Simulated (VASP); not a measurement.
# Rh (P6_3/mmc) in VASP: vibrations by perturbation theory with PBEsol

Aim: the vibrations by perturbation theory of Rh with PBEsol.

Program: VASP 6.6.1. These are calculated values, not measurements. Logs are shortened: lines on timing, memory, paths and dates and some standing lists are left out, and cuts for length are marked.

## (1) The cell of the first run

Symmetry: P6_3/mmc, No. 194, hexagonal system. The conventional cell has a = 2.692 Å, b = 2.692 Å, c = 8.798 Å, α = 90.00°, β = 90.00°, γ = 120.00°. Rh (site symmetry -6m2) has 12 Rh at 2.69 Å within 3.5 Å. Rh (site symmetry -3m) has 12 Rh at 2.69 Å within 3.5 Å.

This isn't the form of Rh at room conditions, which is fcc.

## (2) Vibrations by perturbation theory, PBEsol

File INCAR:

```
PREC     = Accurate       # precision mode
ENCUT    = 520            # plane-wave cutoff, eV
EDIFF    = 1E-8           # SCF threshold, eV
ISMEAR   = -1             # smearing method
SIGMA    = 0.05           # smearing width, eV
LREAL    = F              # projectors in reciprocal space
LASPH    = T              # aspherical terms in the spheres
NELM     = 80             # most SCF steps
ALGO     = Normal         # electronic algorithm
ISIF     = 2              # what is computed and relaxed
LWAVE    = F              # write WAVECAR
LCHARG   = F              # write CHGCAR
GGA      = PS             # functional
NBANDS   = 38             # bands
IBRION   = 8              # ionic algorithm
NSW      = 1              # ionic steps
```

File KPOINTS:

```
regular mesh
0
Gamma
  10 10 4
```

File POSCAR:

```
Rh
1.0
    2.6917446234      0.0000000000      0.0000000000
   -1.3458723117      2.3311192244      0.0000000000
    0.0000000000      0.0000000000      8.7980701300
Rh
4
Direct
    0.6666666667      0.3333333333      0.7500000000
    0.0000000000      0.0000000000      0.5000000000
    0.3333333333      0.6666666667      0.2500000000
    0.0000000000      0.0000000000      0.0000000000
```

Potentials or basis: VASP PAW PBE potentials, release 64 (Rh_pv).

On the command line:

```
cat potpaw_PBE.64/Rh_pv/POTCAR > POTCAR
mpirun -np 1 vasp_std > vasp.out
```

OUTCAR:

```text
PREC = Accurate
   ENCUT = 520
   EDIFF = 1E-8
   ISMEAR = -1
   LREAL = F
   LASPH = T
   NELM = 80
   ISIF = 2
   GGA = PS
   IBRION = 8
   NSW = 1

 ion  position               nearest neighbor table
   1  0.667  0.333  0.750-   2 2.69   4 2.69   2 2.69   4 2.69   2 2.69   4 2.69
   2  0.000  0.000  0.500-   1 2.69   3 2.69   1 2.69   3 2.69   1 2.69   3 2.69
   3  0.333  0.667  0.250-   2 2.69   4 2.69   2 2.69   4 2.69   2 2.69   4 2.69
   4  0.000  0.000  0.000-   1 2.69   3 2.69   1 2.69   3 2.69   1 2.69   3 2.69

  LATTYP: Found a hexagonal cell.
 ALAT       =     2.6917446234
 C/A-ratio  =     3.2685382014

  Lattice vectors:

 A1 = (   2.6917446234,   0.0000000000,   0.0000000000)
 A2 = (  -1.3458723117,   2.3311192244,   0.0000000000)
 A3 = (   0.0000000000,   0.0000000000,   8.7980701300)

Analysis of symmetry for initial positions (statically):
=====================================================================
 Subroutine PRICEL returns:
 Original cell was already a primitive cell.

 Routine SETGRP: Setting up the symmetry group for a
 hexagonal supercell.

 Subroutine GETGRP returns: Found 24 space group operations
 (whereof 12 operations were pure point group operations)
 out of a pool of 24 trial point group operations.

The static configuration has the point symmetry D_3d.
 The point group associated with its full space group is D_6h.

Analysis of symmetry for dynamics (positions and initial velocities):
=====================================================================
 Subroutine PRICEL returns:
 Original cell was already a primitive cell.

 Routine SETGRP: Setting up the symmetry group for a
 hexagonal supercell.

[... 1180 lines left out ...]
  FREE ENERGIE OF THE ION-ELECTRON SYSTEM (eV)
  ---------------------------------------------------
  free  energy   TOTEN  =       -32.4982784658 eV

  energy  without entropy=      -32.4551726724  energy(sigma->0) =      -32.47672557

[... ionic steps 2 to 3 ...]

--------------------------------------- Ionic step        4  -------------------------------------------

------------------------ aborting loop because EDIFF is reached ----------------------------------------
[... 11 lines left out ...]
[... ionic steps 8 to 8 ...]

--------------------------------------- Ionic step        9  -------------------------------------------

 Free energy of the ion-electron system (eV)
  ---------------------------------------------------
  ---------------------------------------------------
  free energy    TOTEN  =        -0.64838673 eV

  energy without entropy =       -0.64838673

------------------------ aborting loop because EDIFF is reached ----------------------------------------

 INTERNAL STRAIN TENSOR  FOR ION    2  DIRECTION 3   (eV/Angst):
 -----------------------------------------------------------------------------
     0.01414  0.00000  0.00000
     0.00000  0.01414 -0.00000
     0.00000 -0.00000 -0.05119

 INTERNAL STRAIN TENSOR FOR ION    4 for displacements in x,y,z  (eV/Angst):
          X           Y           Z          XY          YZ          ZX
  --------------------------------------------------------------------------------
  x     0.00000     0.00000     0.00000     0.00000     0.00000     0.00000
  y     0.00000     0.00000     0.00000     0.00000     0.00000     0.00000
  z     0.00000     0.00000     0.00000     0.00000     0.00000     0.00000

 SECOND DERIVATIVES (NOT SYMMETRIZED)
 ------------------------------------
               1X          1Y          1Z          2X          2Y          2Z          3X          3Y          3Z          4X          4Y          4Z
  1X    -4.073944    0.000000    0.000000    1.717926    0.000000    0.000000    0.638092    0.000000    0.000000    1.717926    0.000000    0.000000
  1Y     0.000000   -4.073944    0.000000    0.000000    1.717926   -0.000000    0.000000    0.638092    0.000000    0.000000    1.717926    0.000000
  1Z    -0.000000   -0.000000  -12.158076    0.000000    0.000000    5.600007    0.000000    0.000000    0.958061    0.000000    0.000000    5.600007
  2X     1.713018    0.000000    0.000000   -3.349866    0.000000    0.000000    1.713018    0.000000    0.000000   -0.076170    0.000000    0.000000
  2Y     0.000000    1.713018    0.000000    0.000000   -3.349866    0.000000    0.000000    1.713018    0.000000    0.000000   -0.076170    0.000000
  2Z    -0.000000   -0.000000    5.581072    0.000000    0.000000  -12.611595    0.000000   -0.000000    5.581072   -0.000000    0.000000    1.449451
  3X     0.638092    0.000000    0.000000    1.717926    0.000000    0.000000   -4.073944    0.000000    0.000000    1.717926    0.000000    0.000000
  3Y     0.000000    0.638092    0.000000    0.000000    1.717926   -0.000000    0.000000   -4.073944    0.000000    0.000000    1.717926    0.000000
  3Z     0.000000    0.000000    0.958061    0.000000    0.000000    5.600007   -0.000000   -0.000000  -12.158076    0.000000    0.000000    5.600007
  4X     1.713018    0.000000    0.000000   -0.076170    0.000000    0.000000    1.713018    0.000000    0.000000   -3.349866    0.000000    0.000000
  4Y     0.000000    1.713018    0.000000    0.000000   -0.076170    0.000000    0.000000    1.713018    0.000000    0.000000   -3.349866    0.000000
  4Z     0.000000    0.000000    5.581072    0.000000    0.000000    1.449451    0.000000    0.000000    5.581072   -0.000000   -0.000000  -12.611595

 Eigenvectors and eigenvalues of the dynamical matrix
 ----------------------------------------------------

   1 f  =    7.287648 THz    45.789643 2PiTHz  243.089775 cm-1    30.139277 meV
             X         Y         Z           dx          dy          dz
      1.345872  0.777040  6.598553     0.000000    0.000000    0.500423
      0.000000  0.000000  4.399035    -0.000000   -0.000000   -0.499576
     -0.000000  1.554079  2.199518     0.000000    0.000000    0.500423
      0.000000  0.000000  0.000000    -0.000000   -0.000000   -0.499576
[... 71 lines left out ...]
  12 f/i=    0.006171 THz     0.038773 2PiTHz    0.205841 cm-1     0.025521 meV
             X         Y         Z           dx          dy          dz
      1.345872  0.777040  6.598553    -0.000000   -0.000000    0.499576
      0.000000  0.000000  4.399035    -0.000000   -0.000000    0.500423
     -0.000000  1.554079  2.199518    -0.000000   -0.000000    0.499576
      0.000000  0.000000  0.000000    -0.000000   -0.000000    0.500423

--------------------------------------------------------------------------------------------------------

 ELASTIC MODULI CONTR FROM IONIC RELAXATION (kBar)
 Direction    XX          YY          ZZ          XY          YZ          ZX
 --------------------------------------------------------------------------------
 XX         -44.3792     44.3792      0.0000      0.0000      0.0000      0.0000
 YY          44.3792    -44.3792     -0.0000     -0.0000      0.0000      0.0000
 ZZ           0.0000     -0.0000     -0.0000     -0.0000      0.0000      0.0000
 XY           0.0000     -0.0000     -0.0000    -44.3792      0.0000      0.0000
 YZ           0.0000      0.0000      0.0000      0.0000      0.0000      0.0000
 ZX           0.0000      0.0000      0.0000      0.0000      0.0000      0.0000
 --------------------------------------------------------------------------------
```

OSZICAR:

```text
N       E                     dE             d eps       ncg     rms          rms(c)
DAV:   1     0.768555228814E+03    0.76856E+03   -0.36737E+04  3240   0.183E+03
DAV:   2    -0.947229503337E+01   -0.77803E+03   -0.75643E+03  3342   0.574E+02
DAV:   3    -0.347841850843E+02   -0.25312E+02   -0.24583E+02  3524   0.112E+02
DAV:   4    -0.350277646495E+02   -0.24358E+00   -0.24335E+00  3494   0.111E+01
[... 115 lines left out ...]
RMM:  23    -0.648386723437E+00    0.80418E-09    0.14479E-07  2614   0.241E-05    0.150E-07
RMM:  24    -0.648386727262E+00   -0.38247E-08    0.13044E-07  2467   0.225E-05    0.175E-07
RMM:  25    -0.648386726814E+00    0.44742E-09    0.12015E-07  2516   0.214E-05    0.401E-07
RMM:  26    -0.648386729115E+00   -0.23007E-08    0.10822E-07  2386   0.206E-05    0.431E-07
RMM:  27    -0.648386730847E+00   -0.17321E-08    0.95736E-08  2329   0.199E-05    0.440E-07
 Linear response finished
```

Run time: 19 min. Hardware: 1 thread of Intel Xeon Platinum 8488C (Sapphire Rapids), shared host; peak memory 0.64 GiB.

What came out:

- Highest phonon frequency at Γ: 243 cm⁻¹

Phonon frequencies in cm⁻¹ (negative: imaginary):
| q point | frequencies |
| --- | --- |
| (0.000, 0.000, 0.000) | 0 0 0 93 93 112 112 135 135 186 193 243 |

Caveat: the cell stands under pressure or tension, which shifts response properties.
